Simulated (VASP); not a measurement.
# Si3N4: single point with PBE

The system is Si3N4.

```
Si N
1.0
     7.60566    0.00000    0.00000
    -3.80283    6.58670    0.00000
     0.00000    0.00000    2.84753
Si N
6 8
Direct
  0.23174 0.82483 0.75000
  0.40691 0.23174 0.25000
  0.82483 0.59309 0.25000
  0.17517 0.40691 0.75000
  0.59309 0.76826 0.75000
  0.76826 0.17517 0.25000
  0.33333 0.66667 0.75000
  0.66667 0.33333 0.25000
  0.97089 0.66987 0.75000
  0.30103 0.97089 0.25000
  0.66987 0.69897 0.25000
  0.33013 0.30103 0.75000
  0.02911 0.33013 0.25000
  0.69897 0.02911 0.75000
```

This cell differs from its parent crystal: uniaxial z strain -2.0%.

```json
{
 "Program": "VASP 6.6.1",
 "Task": "single point",
 "Functional": "PBE",
 "Potentials or basis": "VASP PAW PBE potentials, release 64 (Si, N)",
 "Cutoff": "520 eV",
 "k mesh": "6 × 6 × 8",
 "Occupations": "fermi-dirac, width 0.02 eV",
 "Spin": "no spin polarisation"
}
```

```
Pressure               : 11.0 GPa
Largest force          : 0.063 eV/Å
Band gap on the k mesh : 4.66 eV, indirect (least direct gap 4.80 eV)
```

Forces in eV/Å, atoms in the order of the input:
```
Si   0.026  0.013  0.000
Si   0.002  0.030  0.000
Si   0.025 -0.016  0.000
Si  -0.025  0.016  0.000
Si  -0.002 -0.030  0.000
Si  -0.026 -0.013  0.000
N    0.000  0.000  0.000
N    0.000  0.000  0.000
N    0.048  0.040  0.000
N   -0.010  0.062  0.000
N    0.059 -0.022  0.000
N   -0.059  0.022  0.000
N   -0.048 -0.040  0.000
N    0.010 -0.062  0.000
```

Stress tensor (GPa, compression positive):
```
 7.83  0.00  0.00
 0.00  7.83  0.00
 0.00  0.00 17.24
```

Levels at points of the mesh, in eV from the valence-band top:
```csv
k point,band 29,band 30,band 31,band 32,band 33,band 34,band 35,band 36
"(0.00, 0.00, 0.00)",-1.33,-0.42,-0.32,-0.06,4.74,5.03,5.26,5.26
"(0.50, 0.00, 0.00)",-1.40,-0.83,-0.19,-0.12,4.88,5.11,5.30,5.59
"(0.00, 0.00, 0.50)",-1.64,-1.64,-1.39,-1.39,4.66,4.66,4.66,4.66
"(0.50, 0.00, 0.50)",-1.52,-1.52,-1.08,-1.08,4.73,4.73,5.87,5.87
```

Run time: 4.8 min on 1 thread of Intel(R) Xeon(R) Platinum 8259CL CPU @ 2.50GHz (Skylake/Cascade Lake), on a shared host, peak memory 0.37 GiB.

Caveat: the cell differs from its parent crystal (uniaxial z strain -2.0%). A k mesh can miss the band edges.
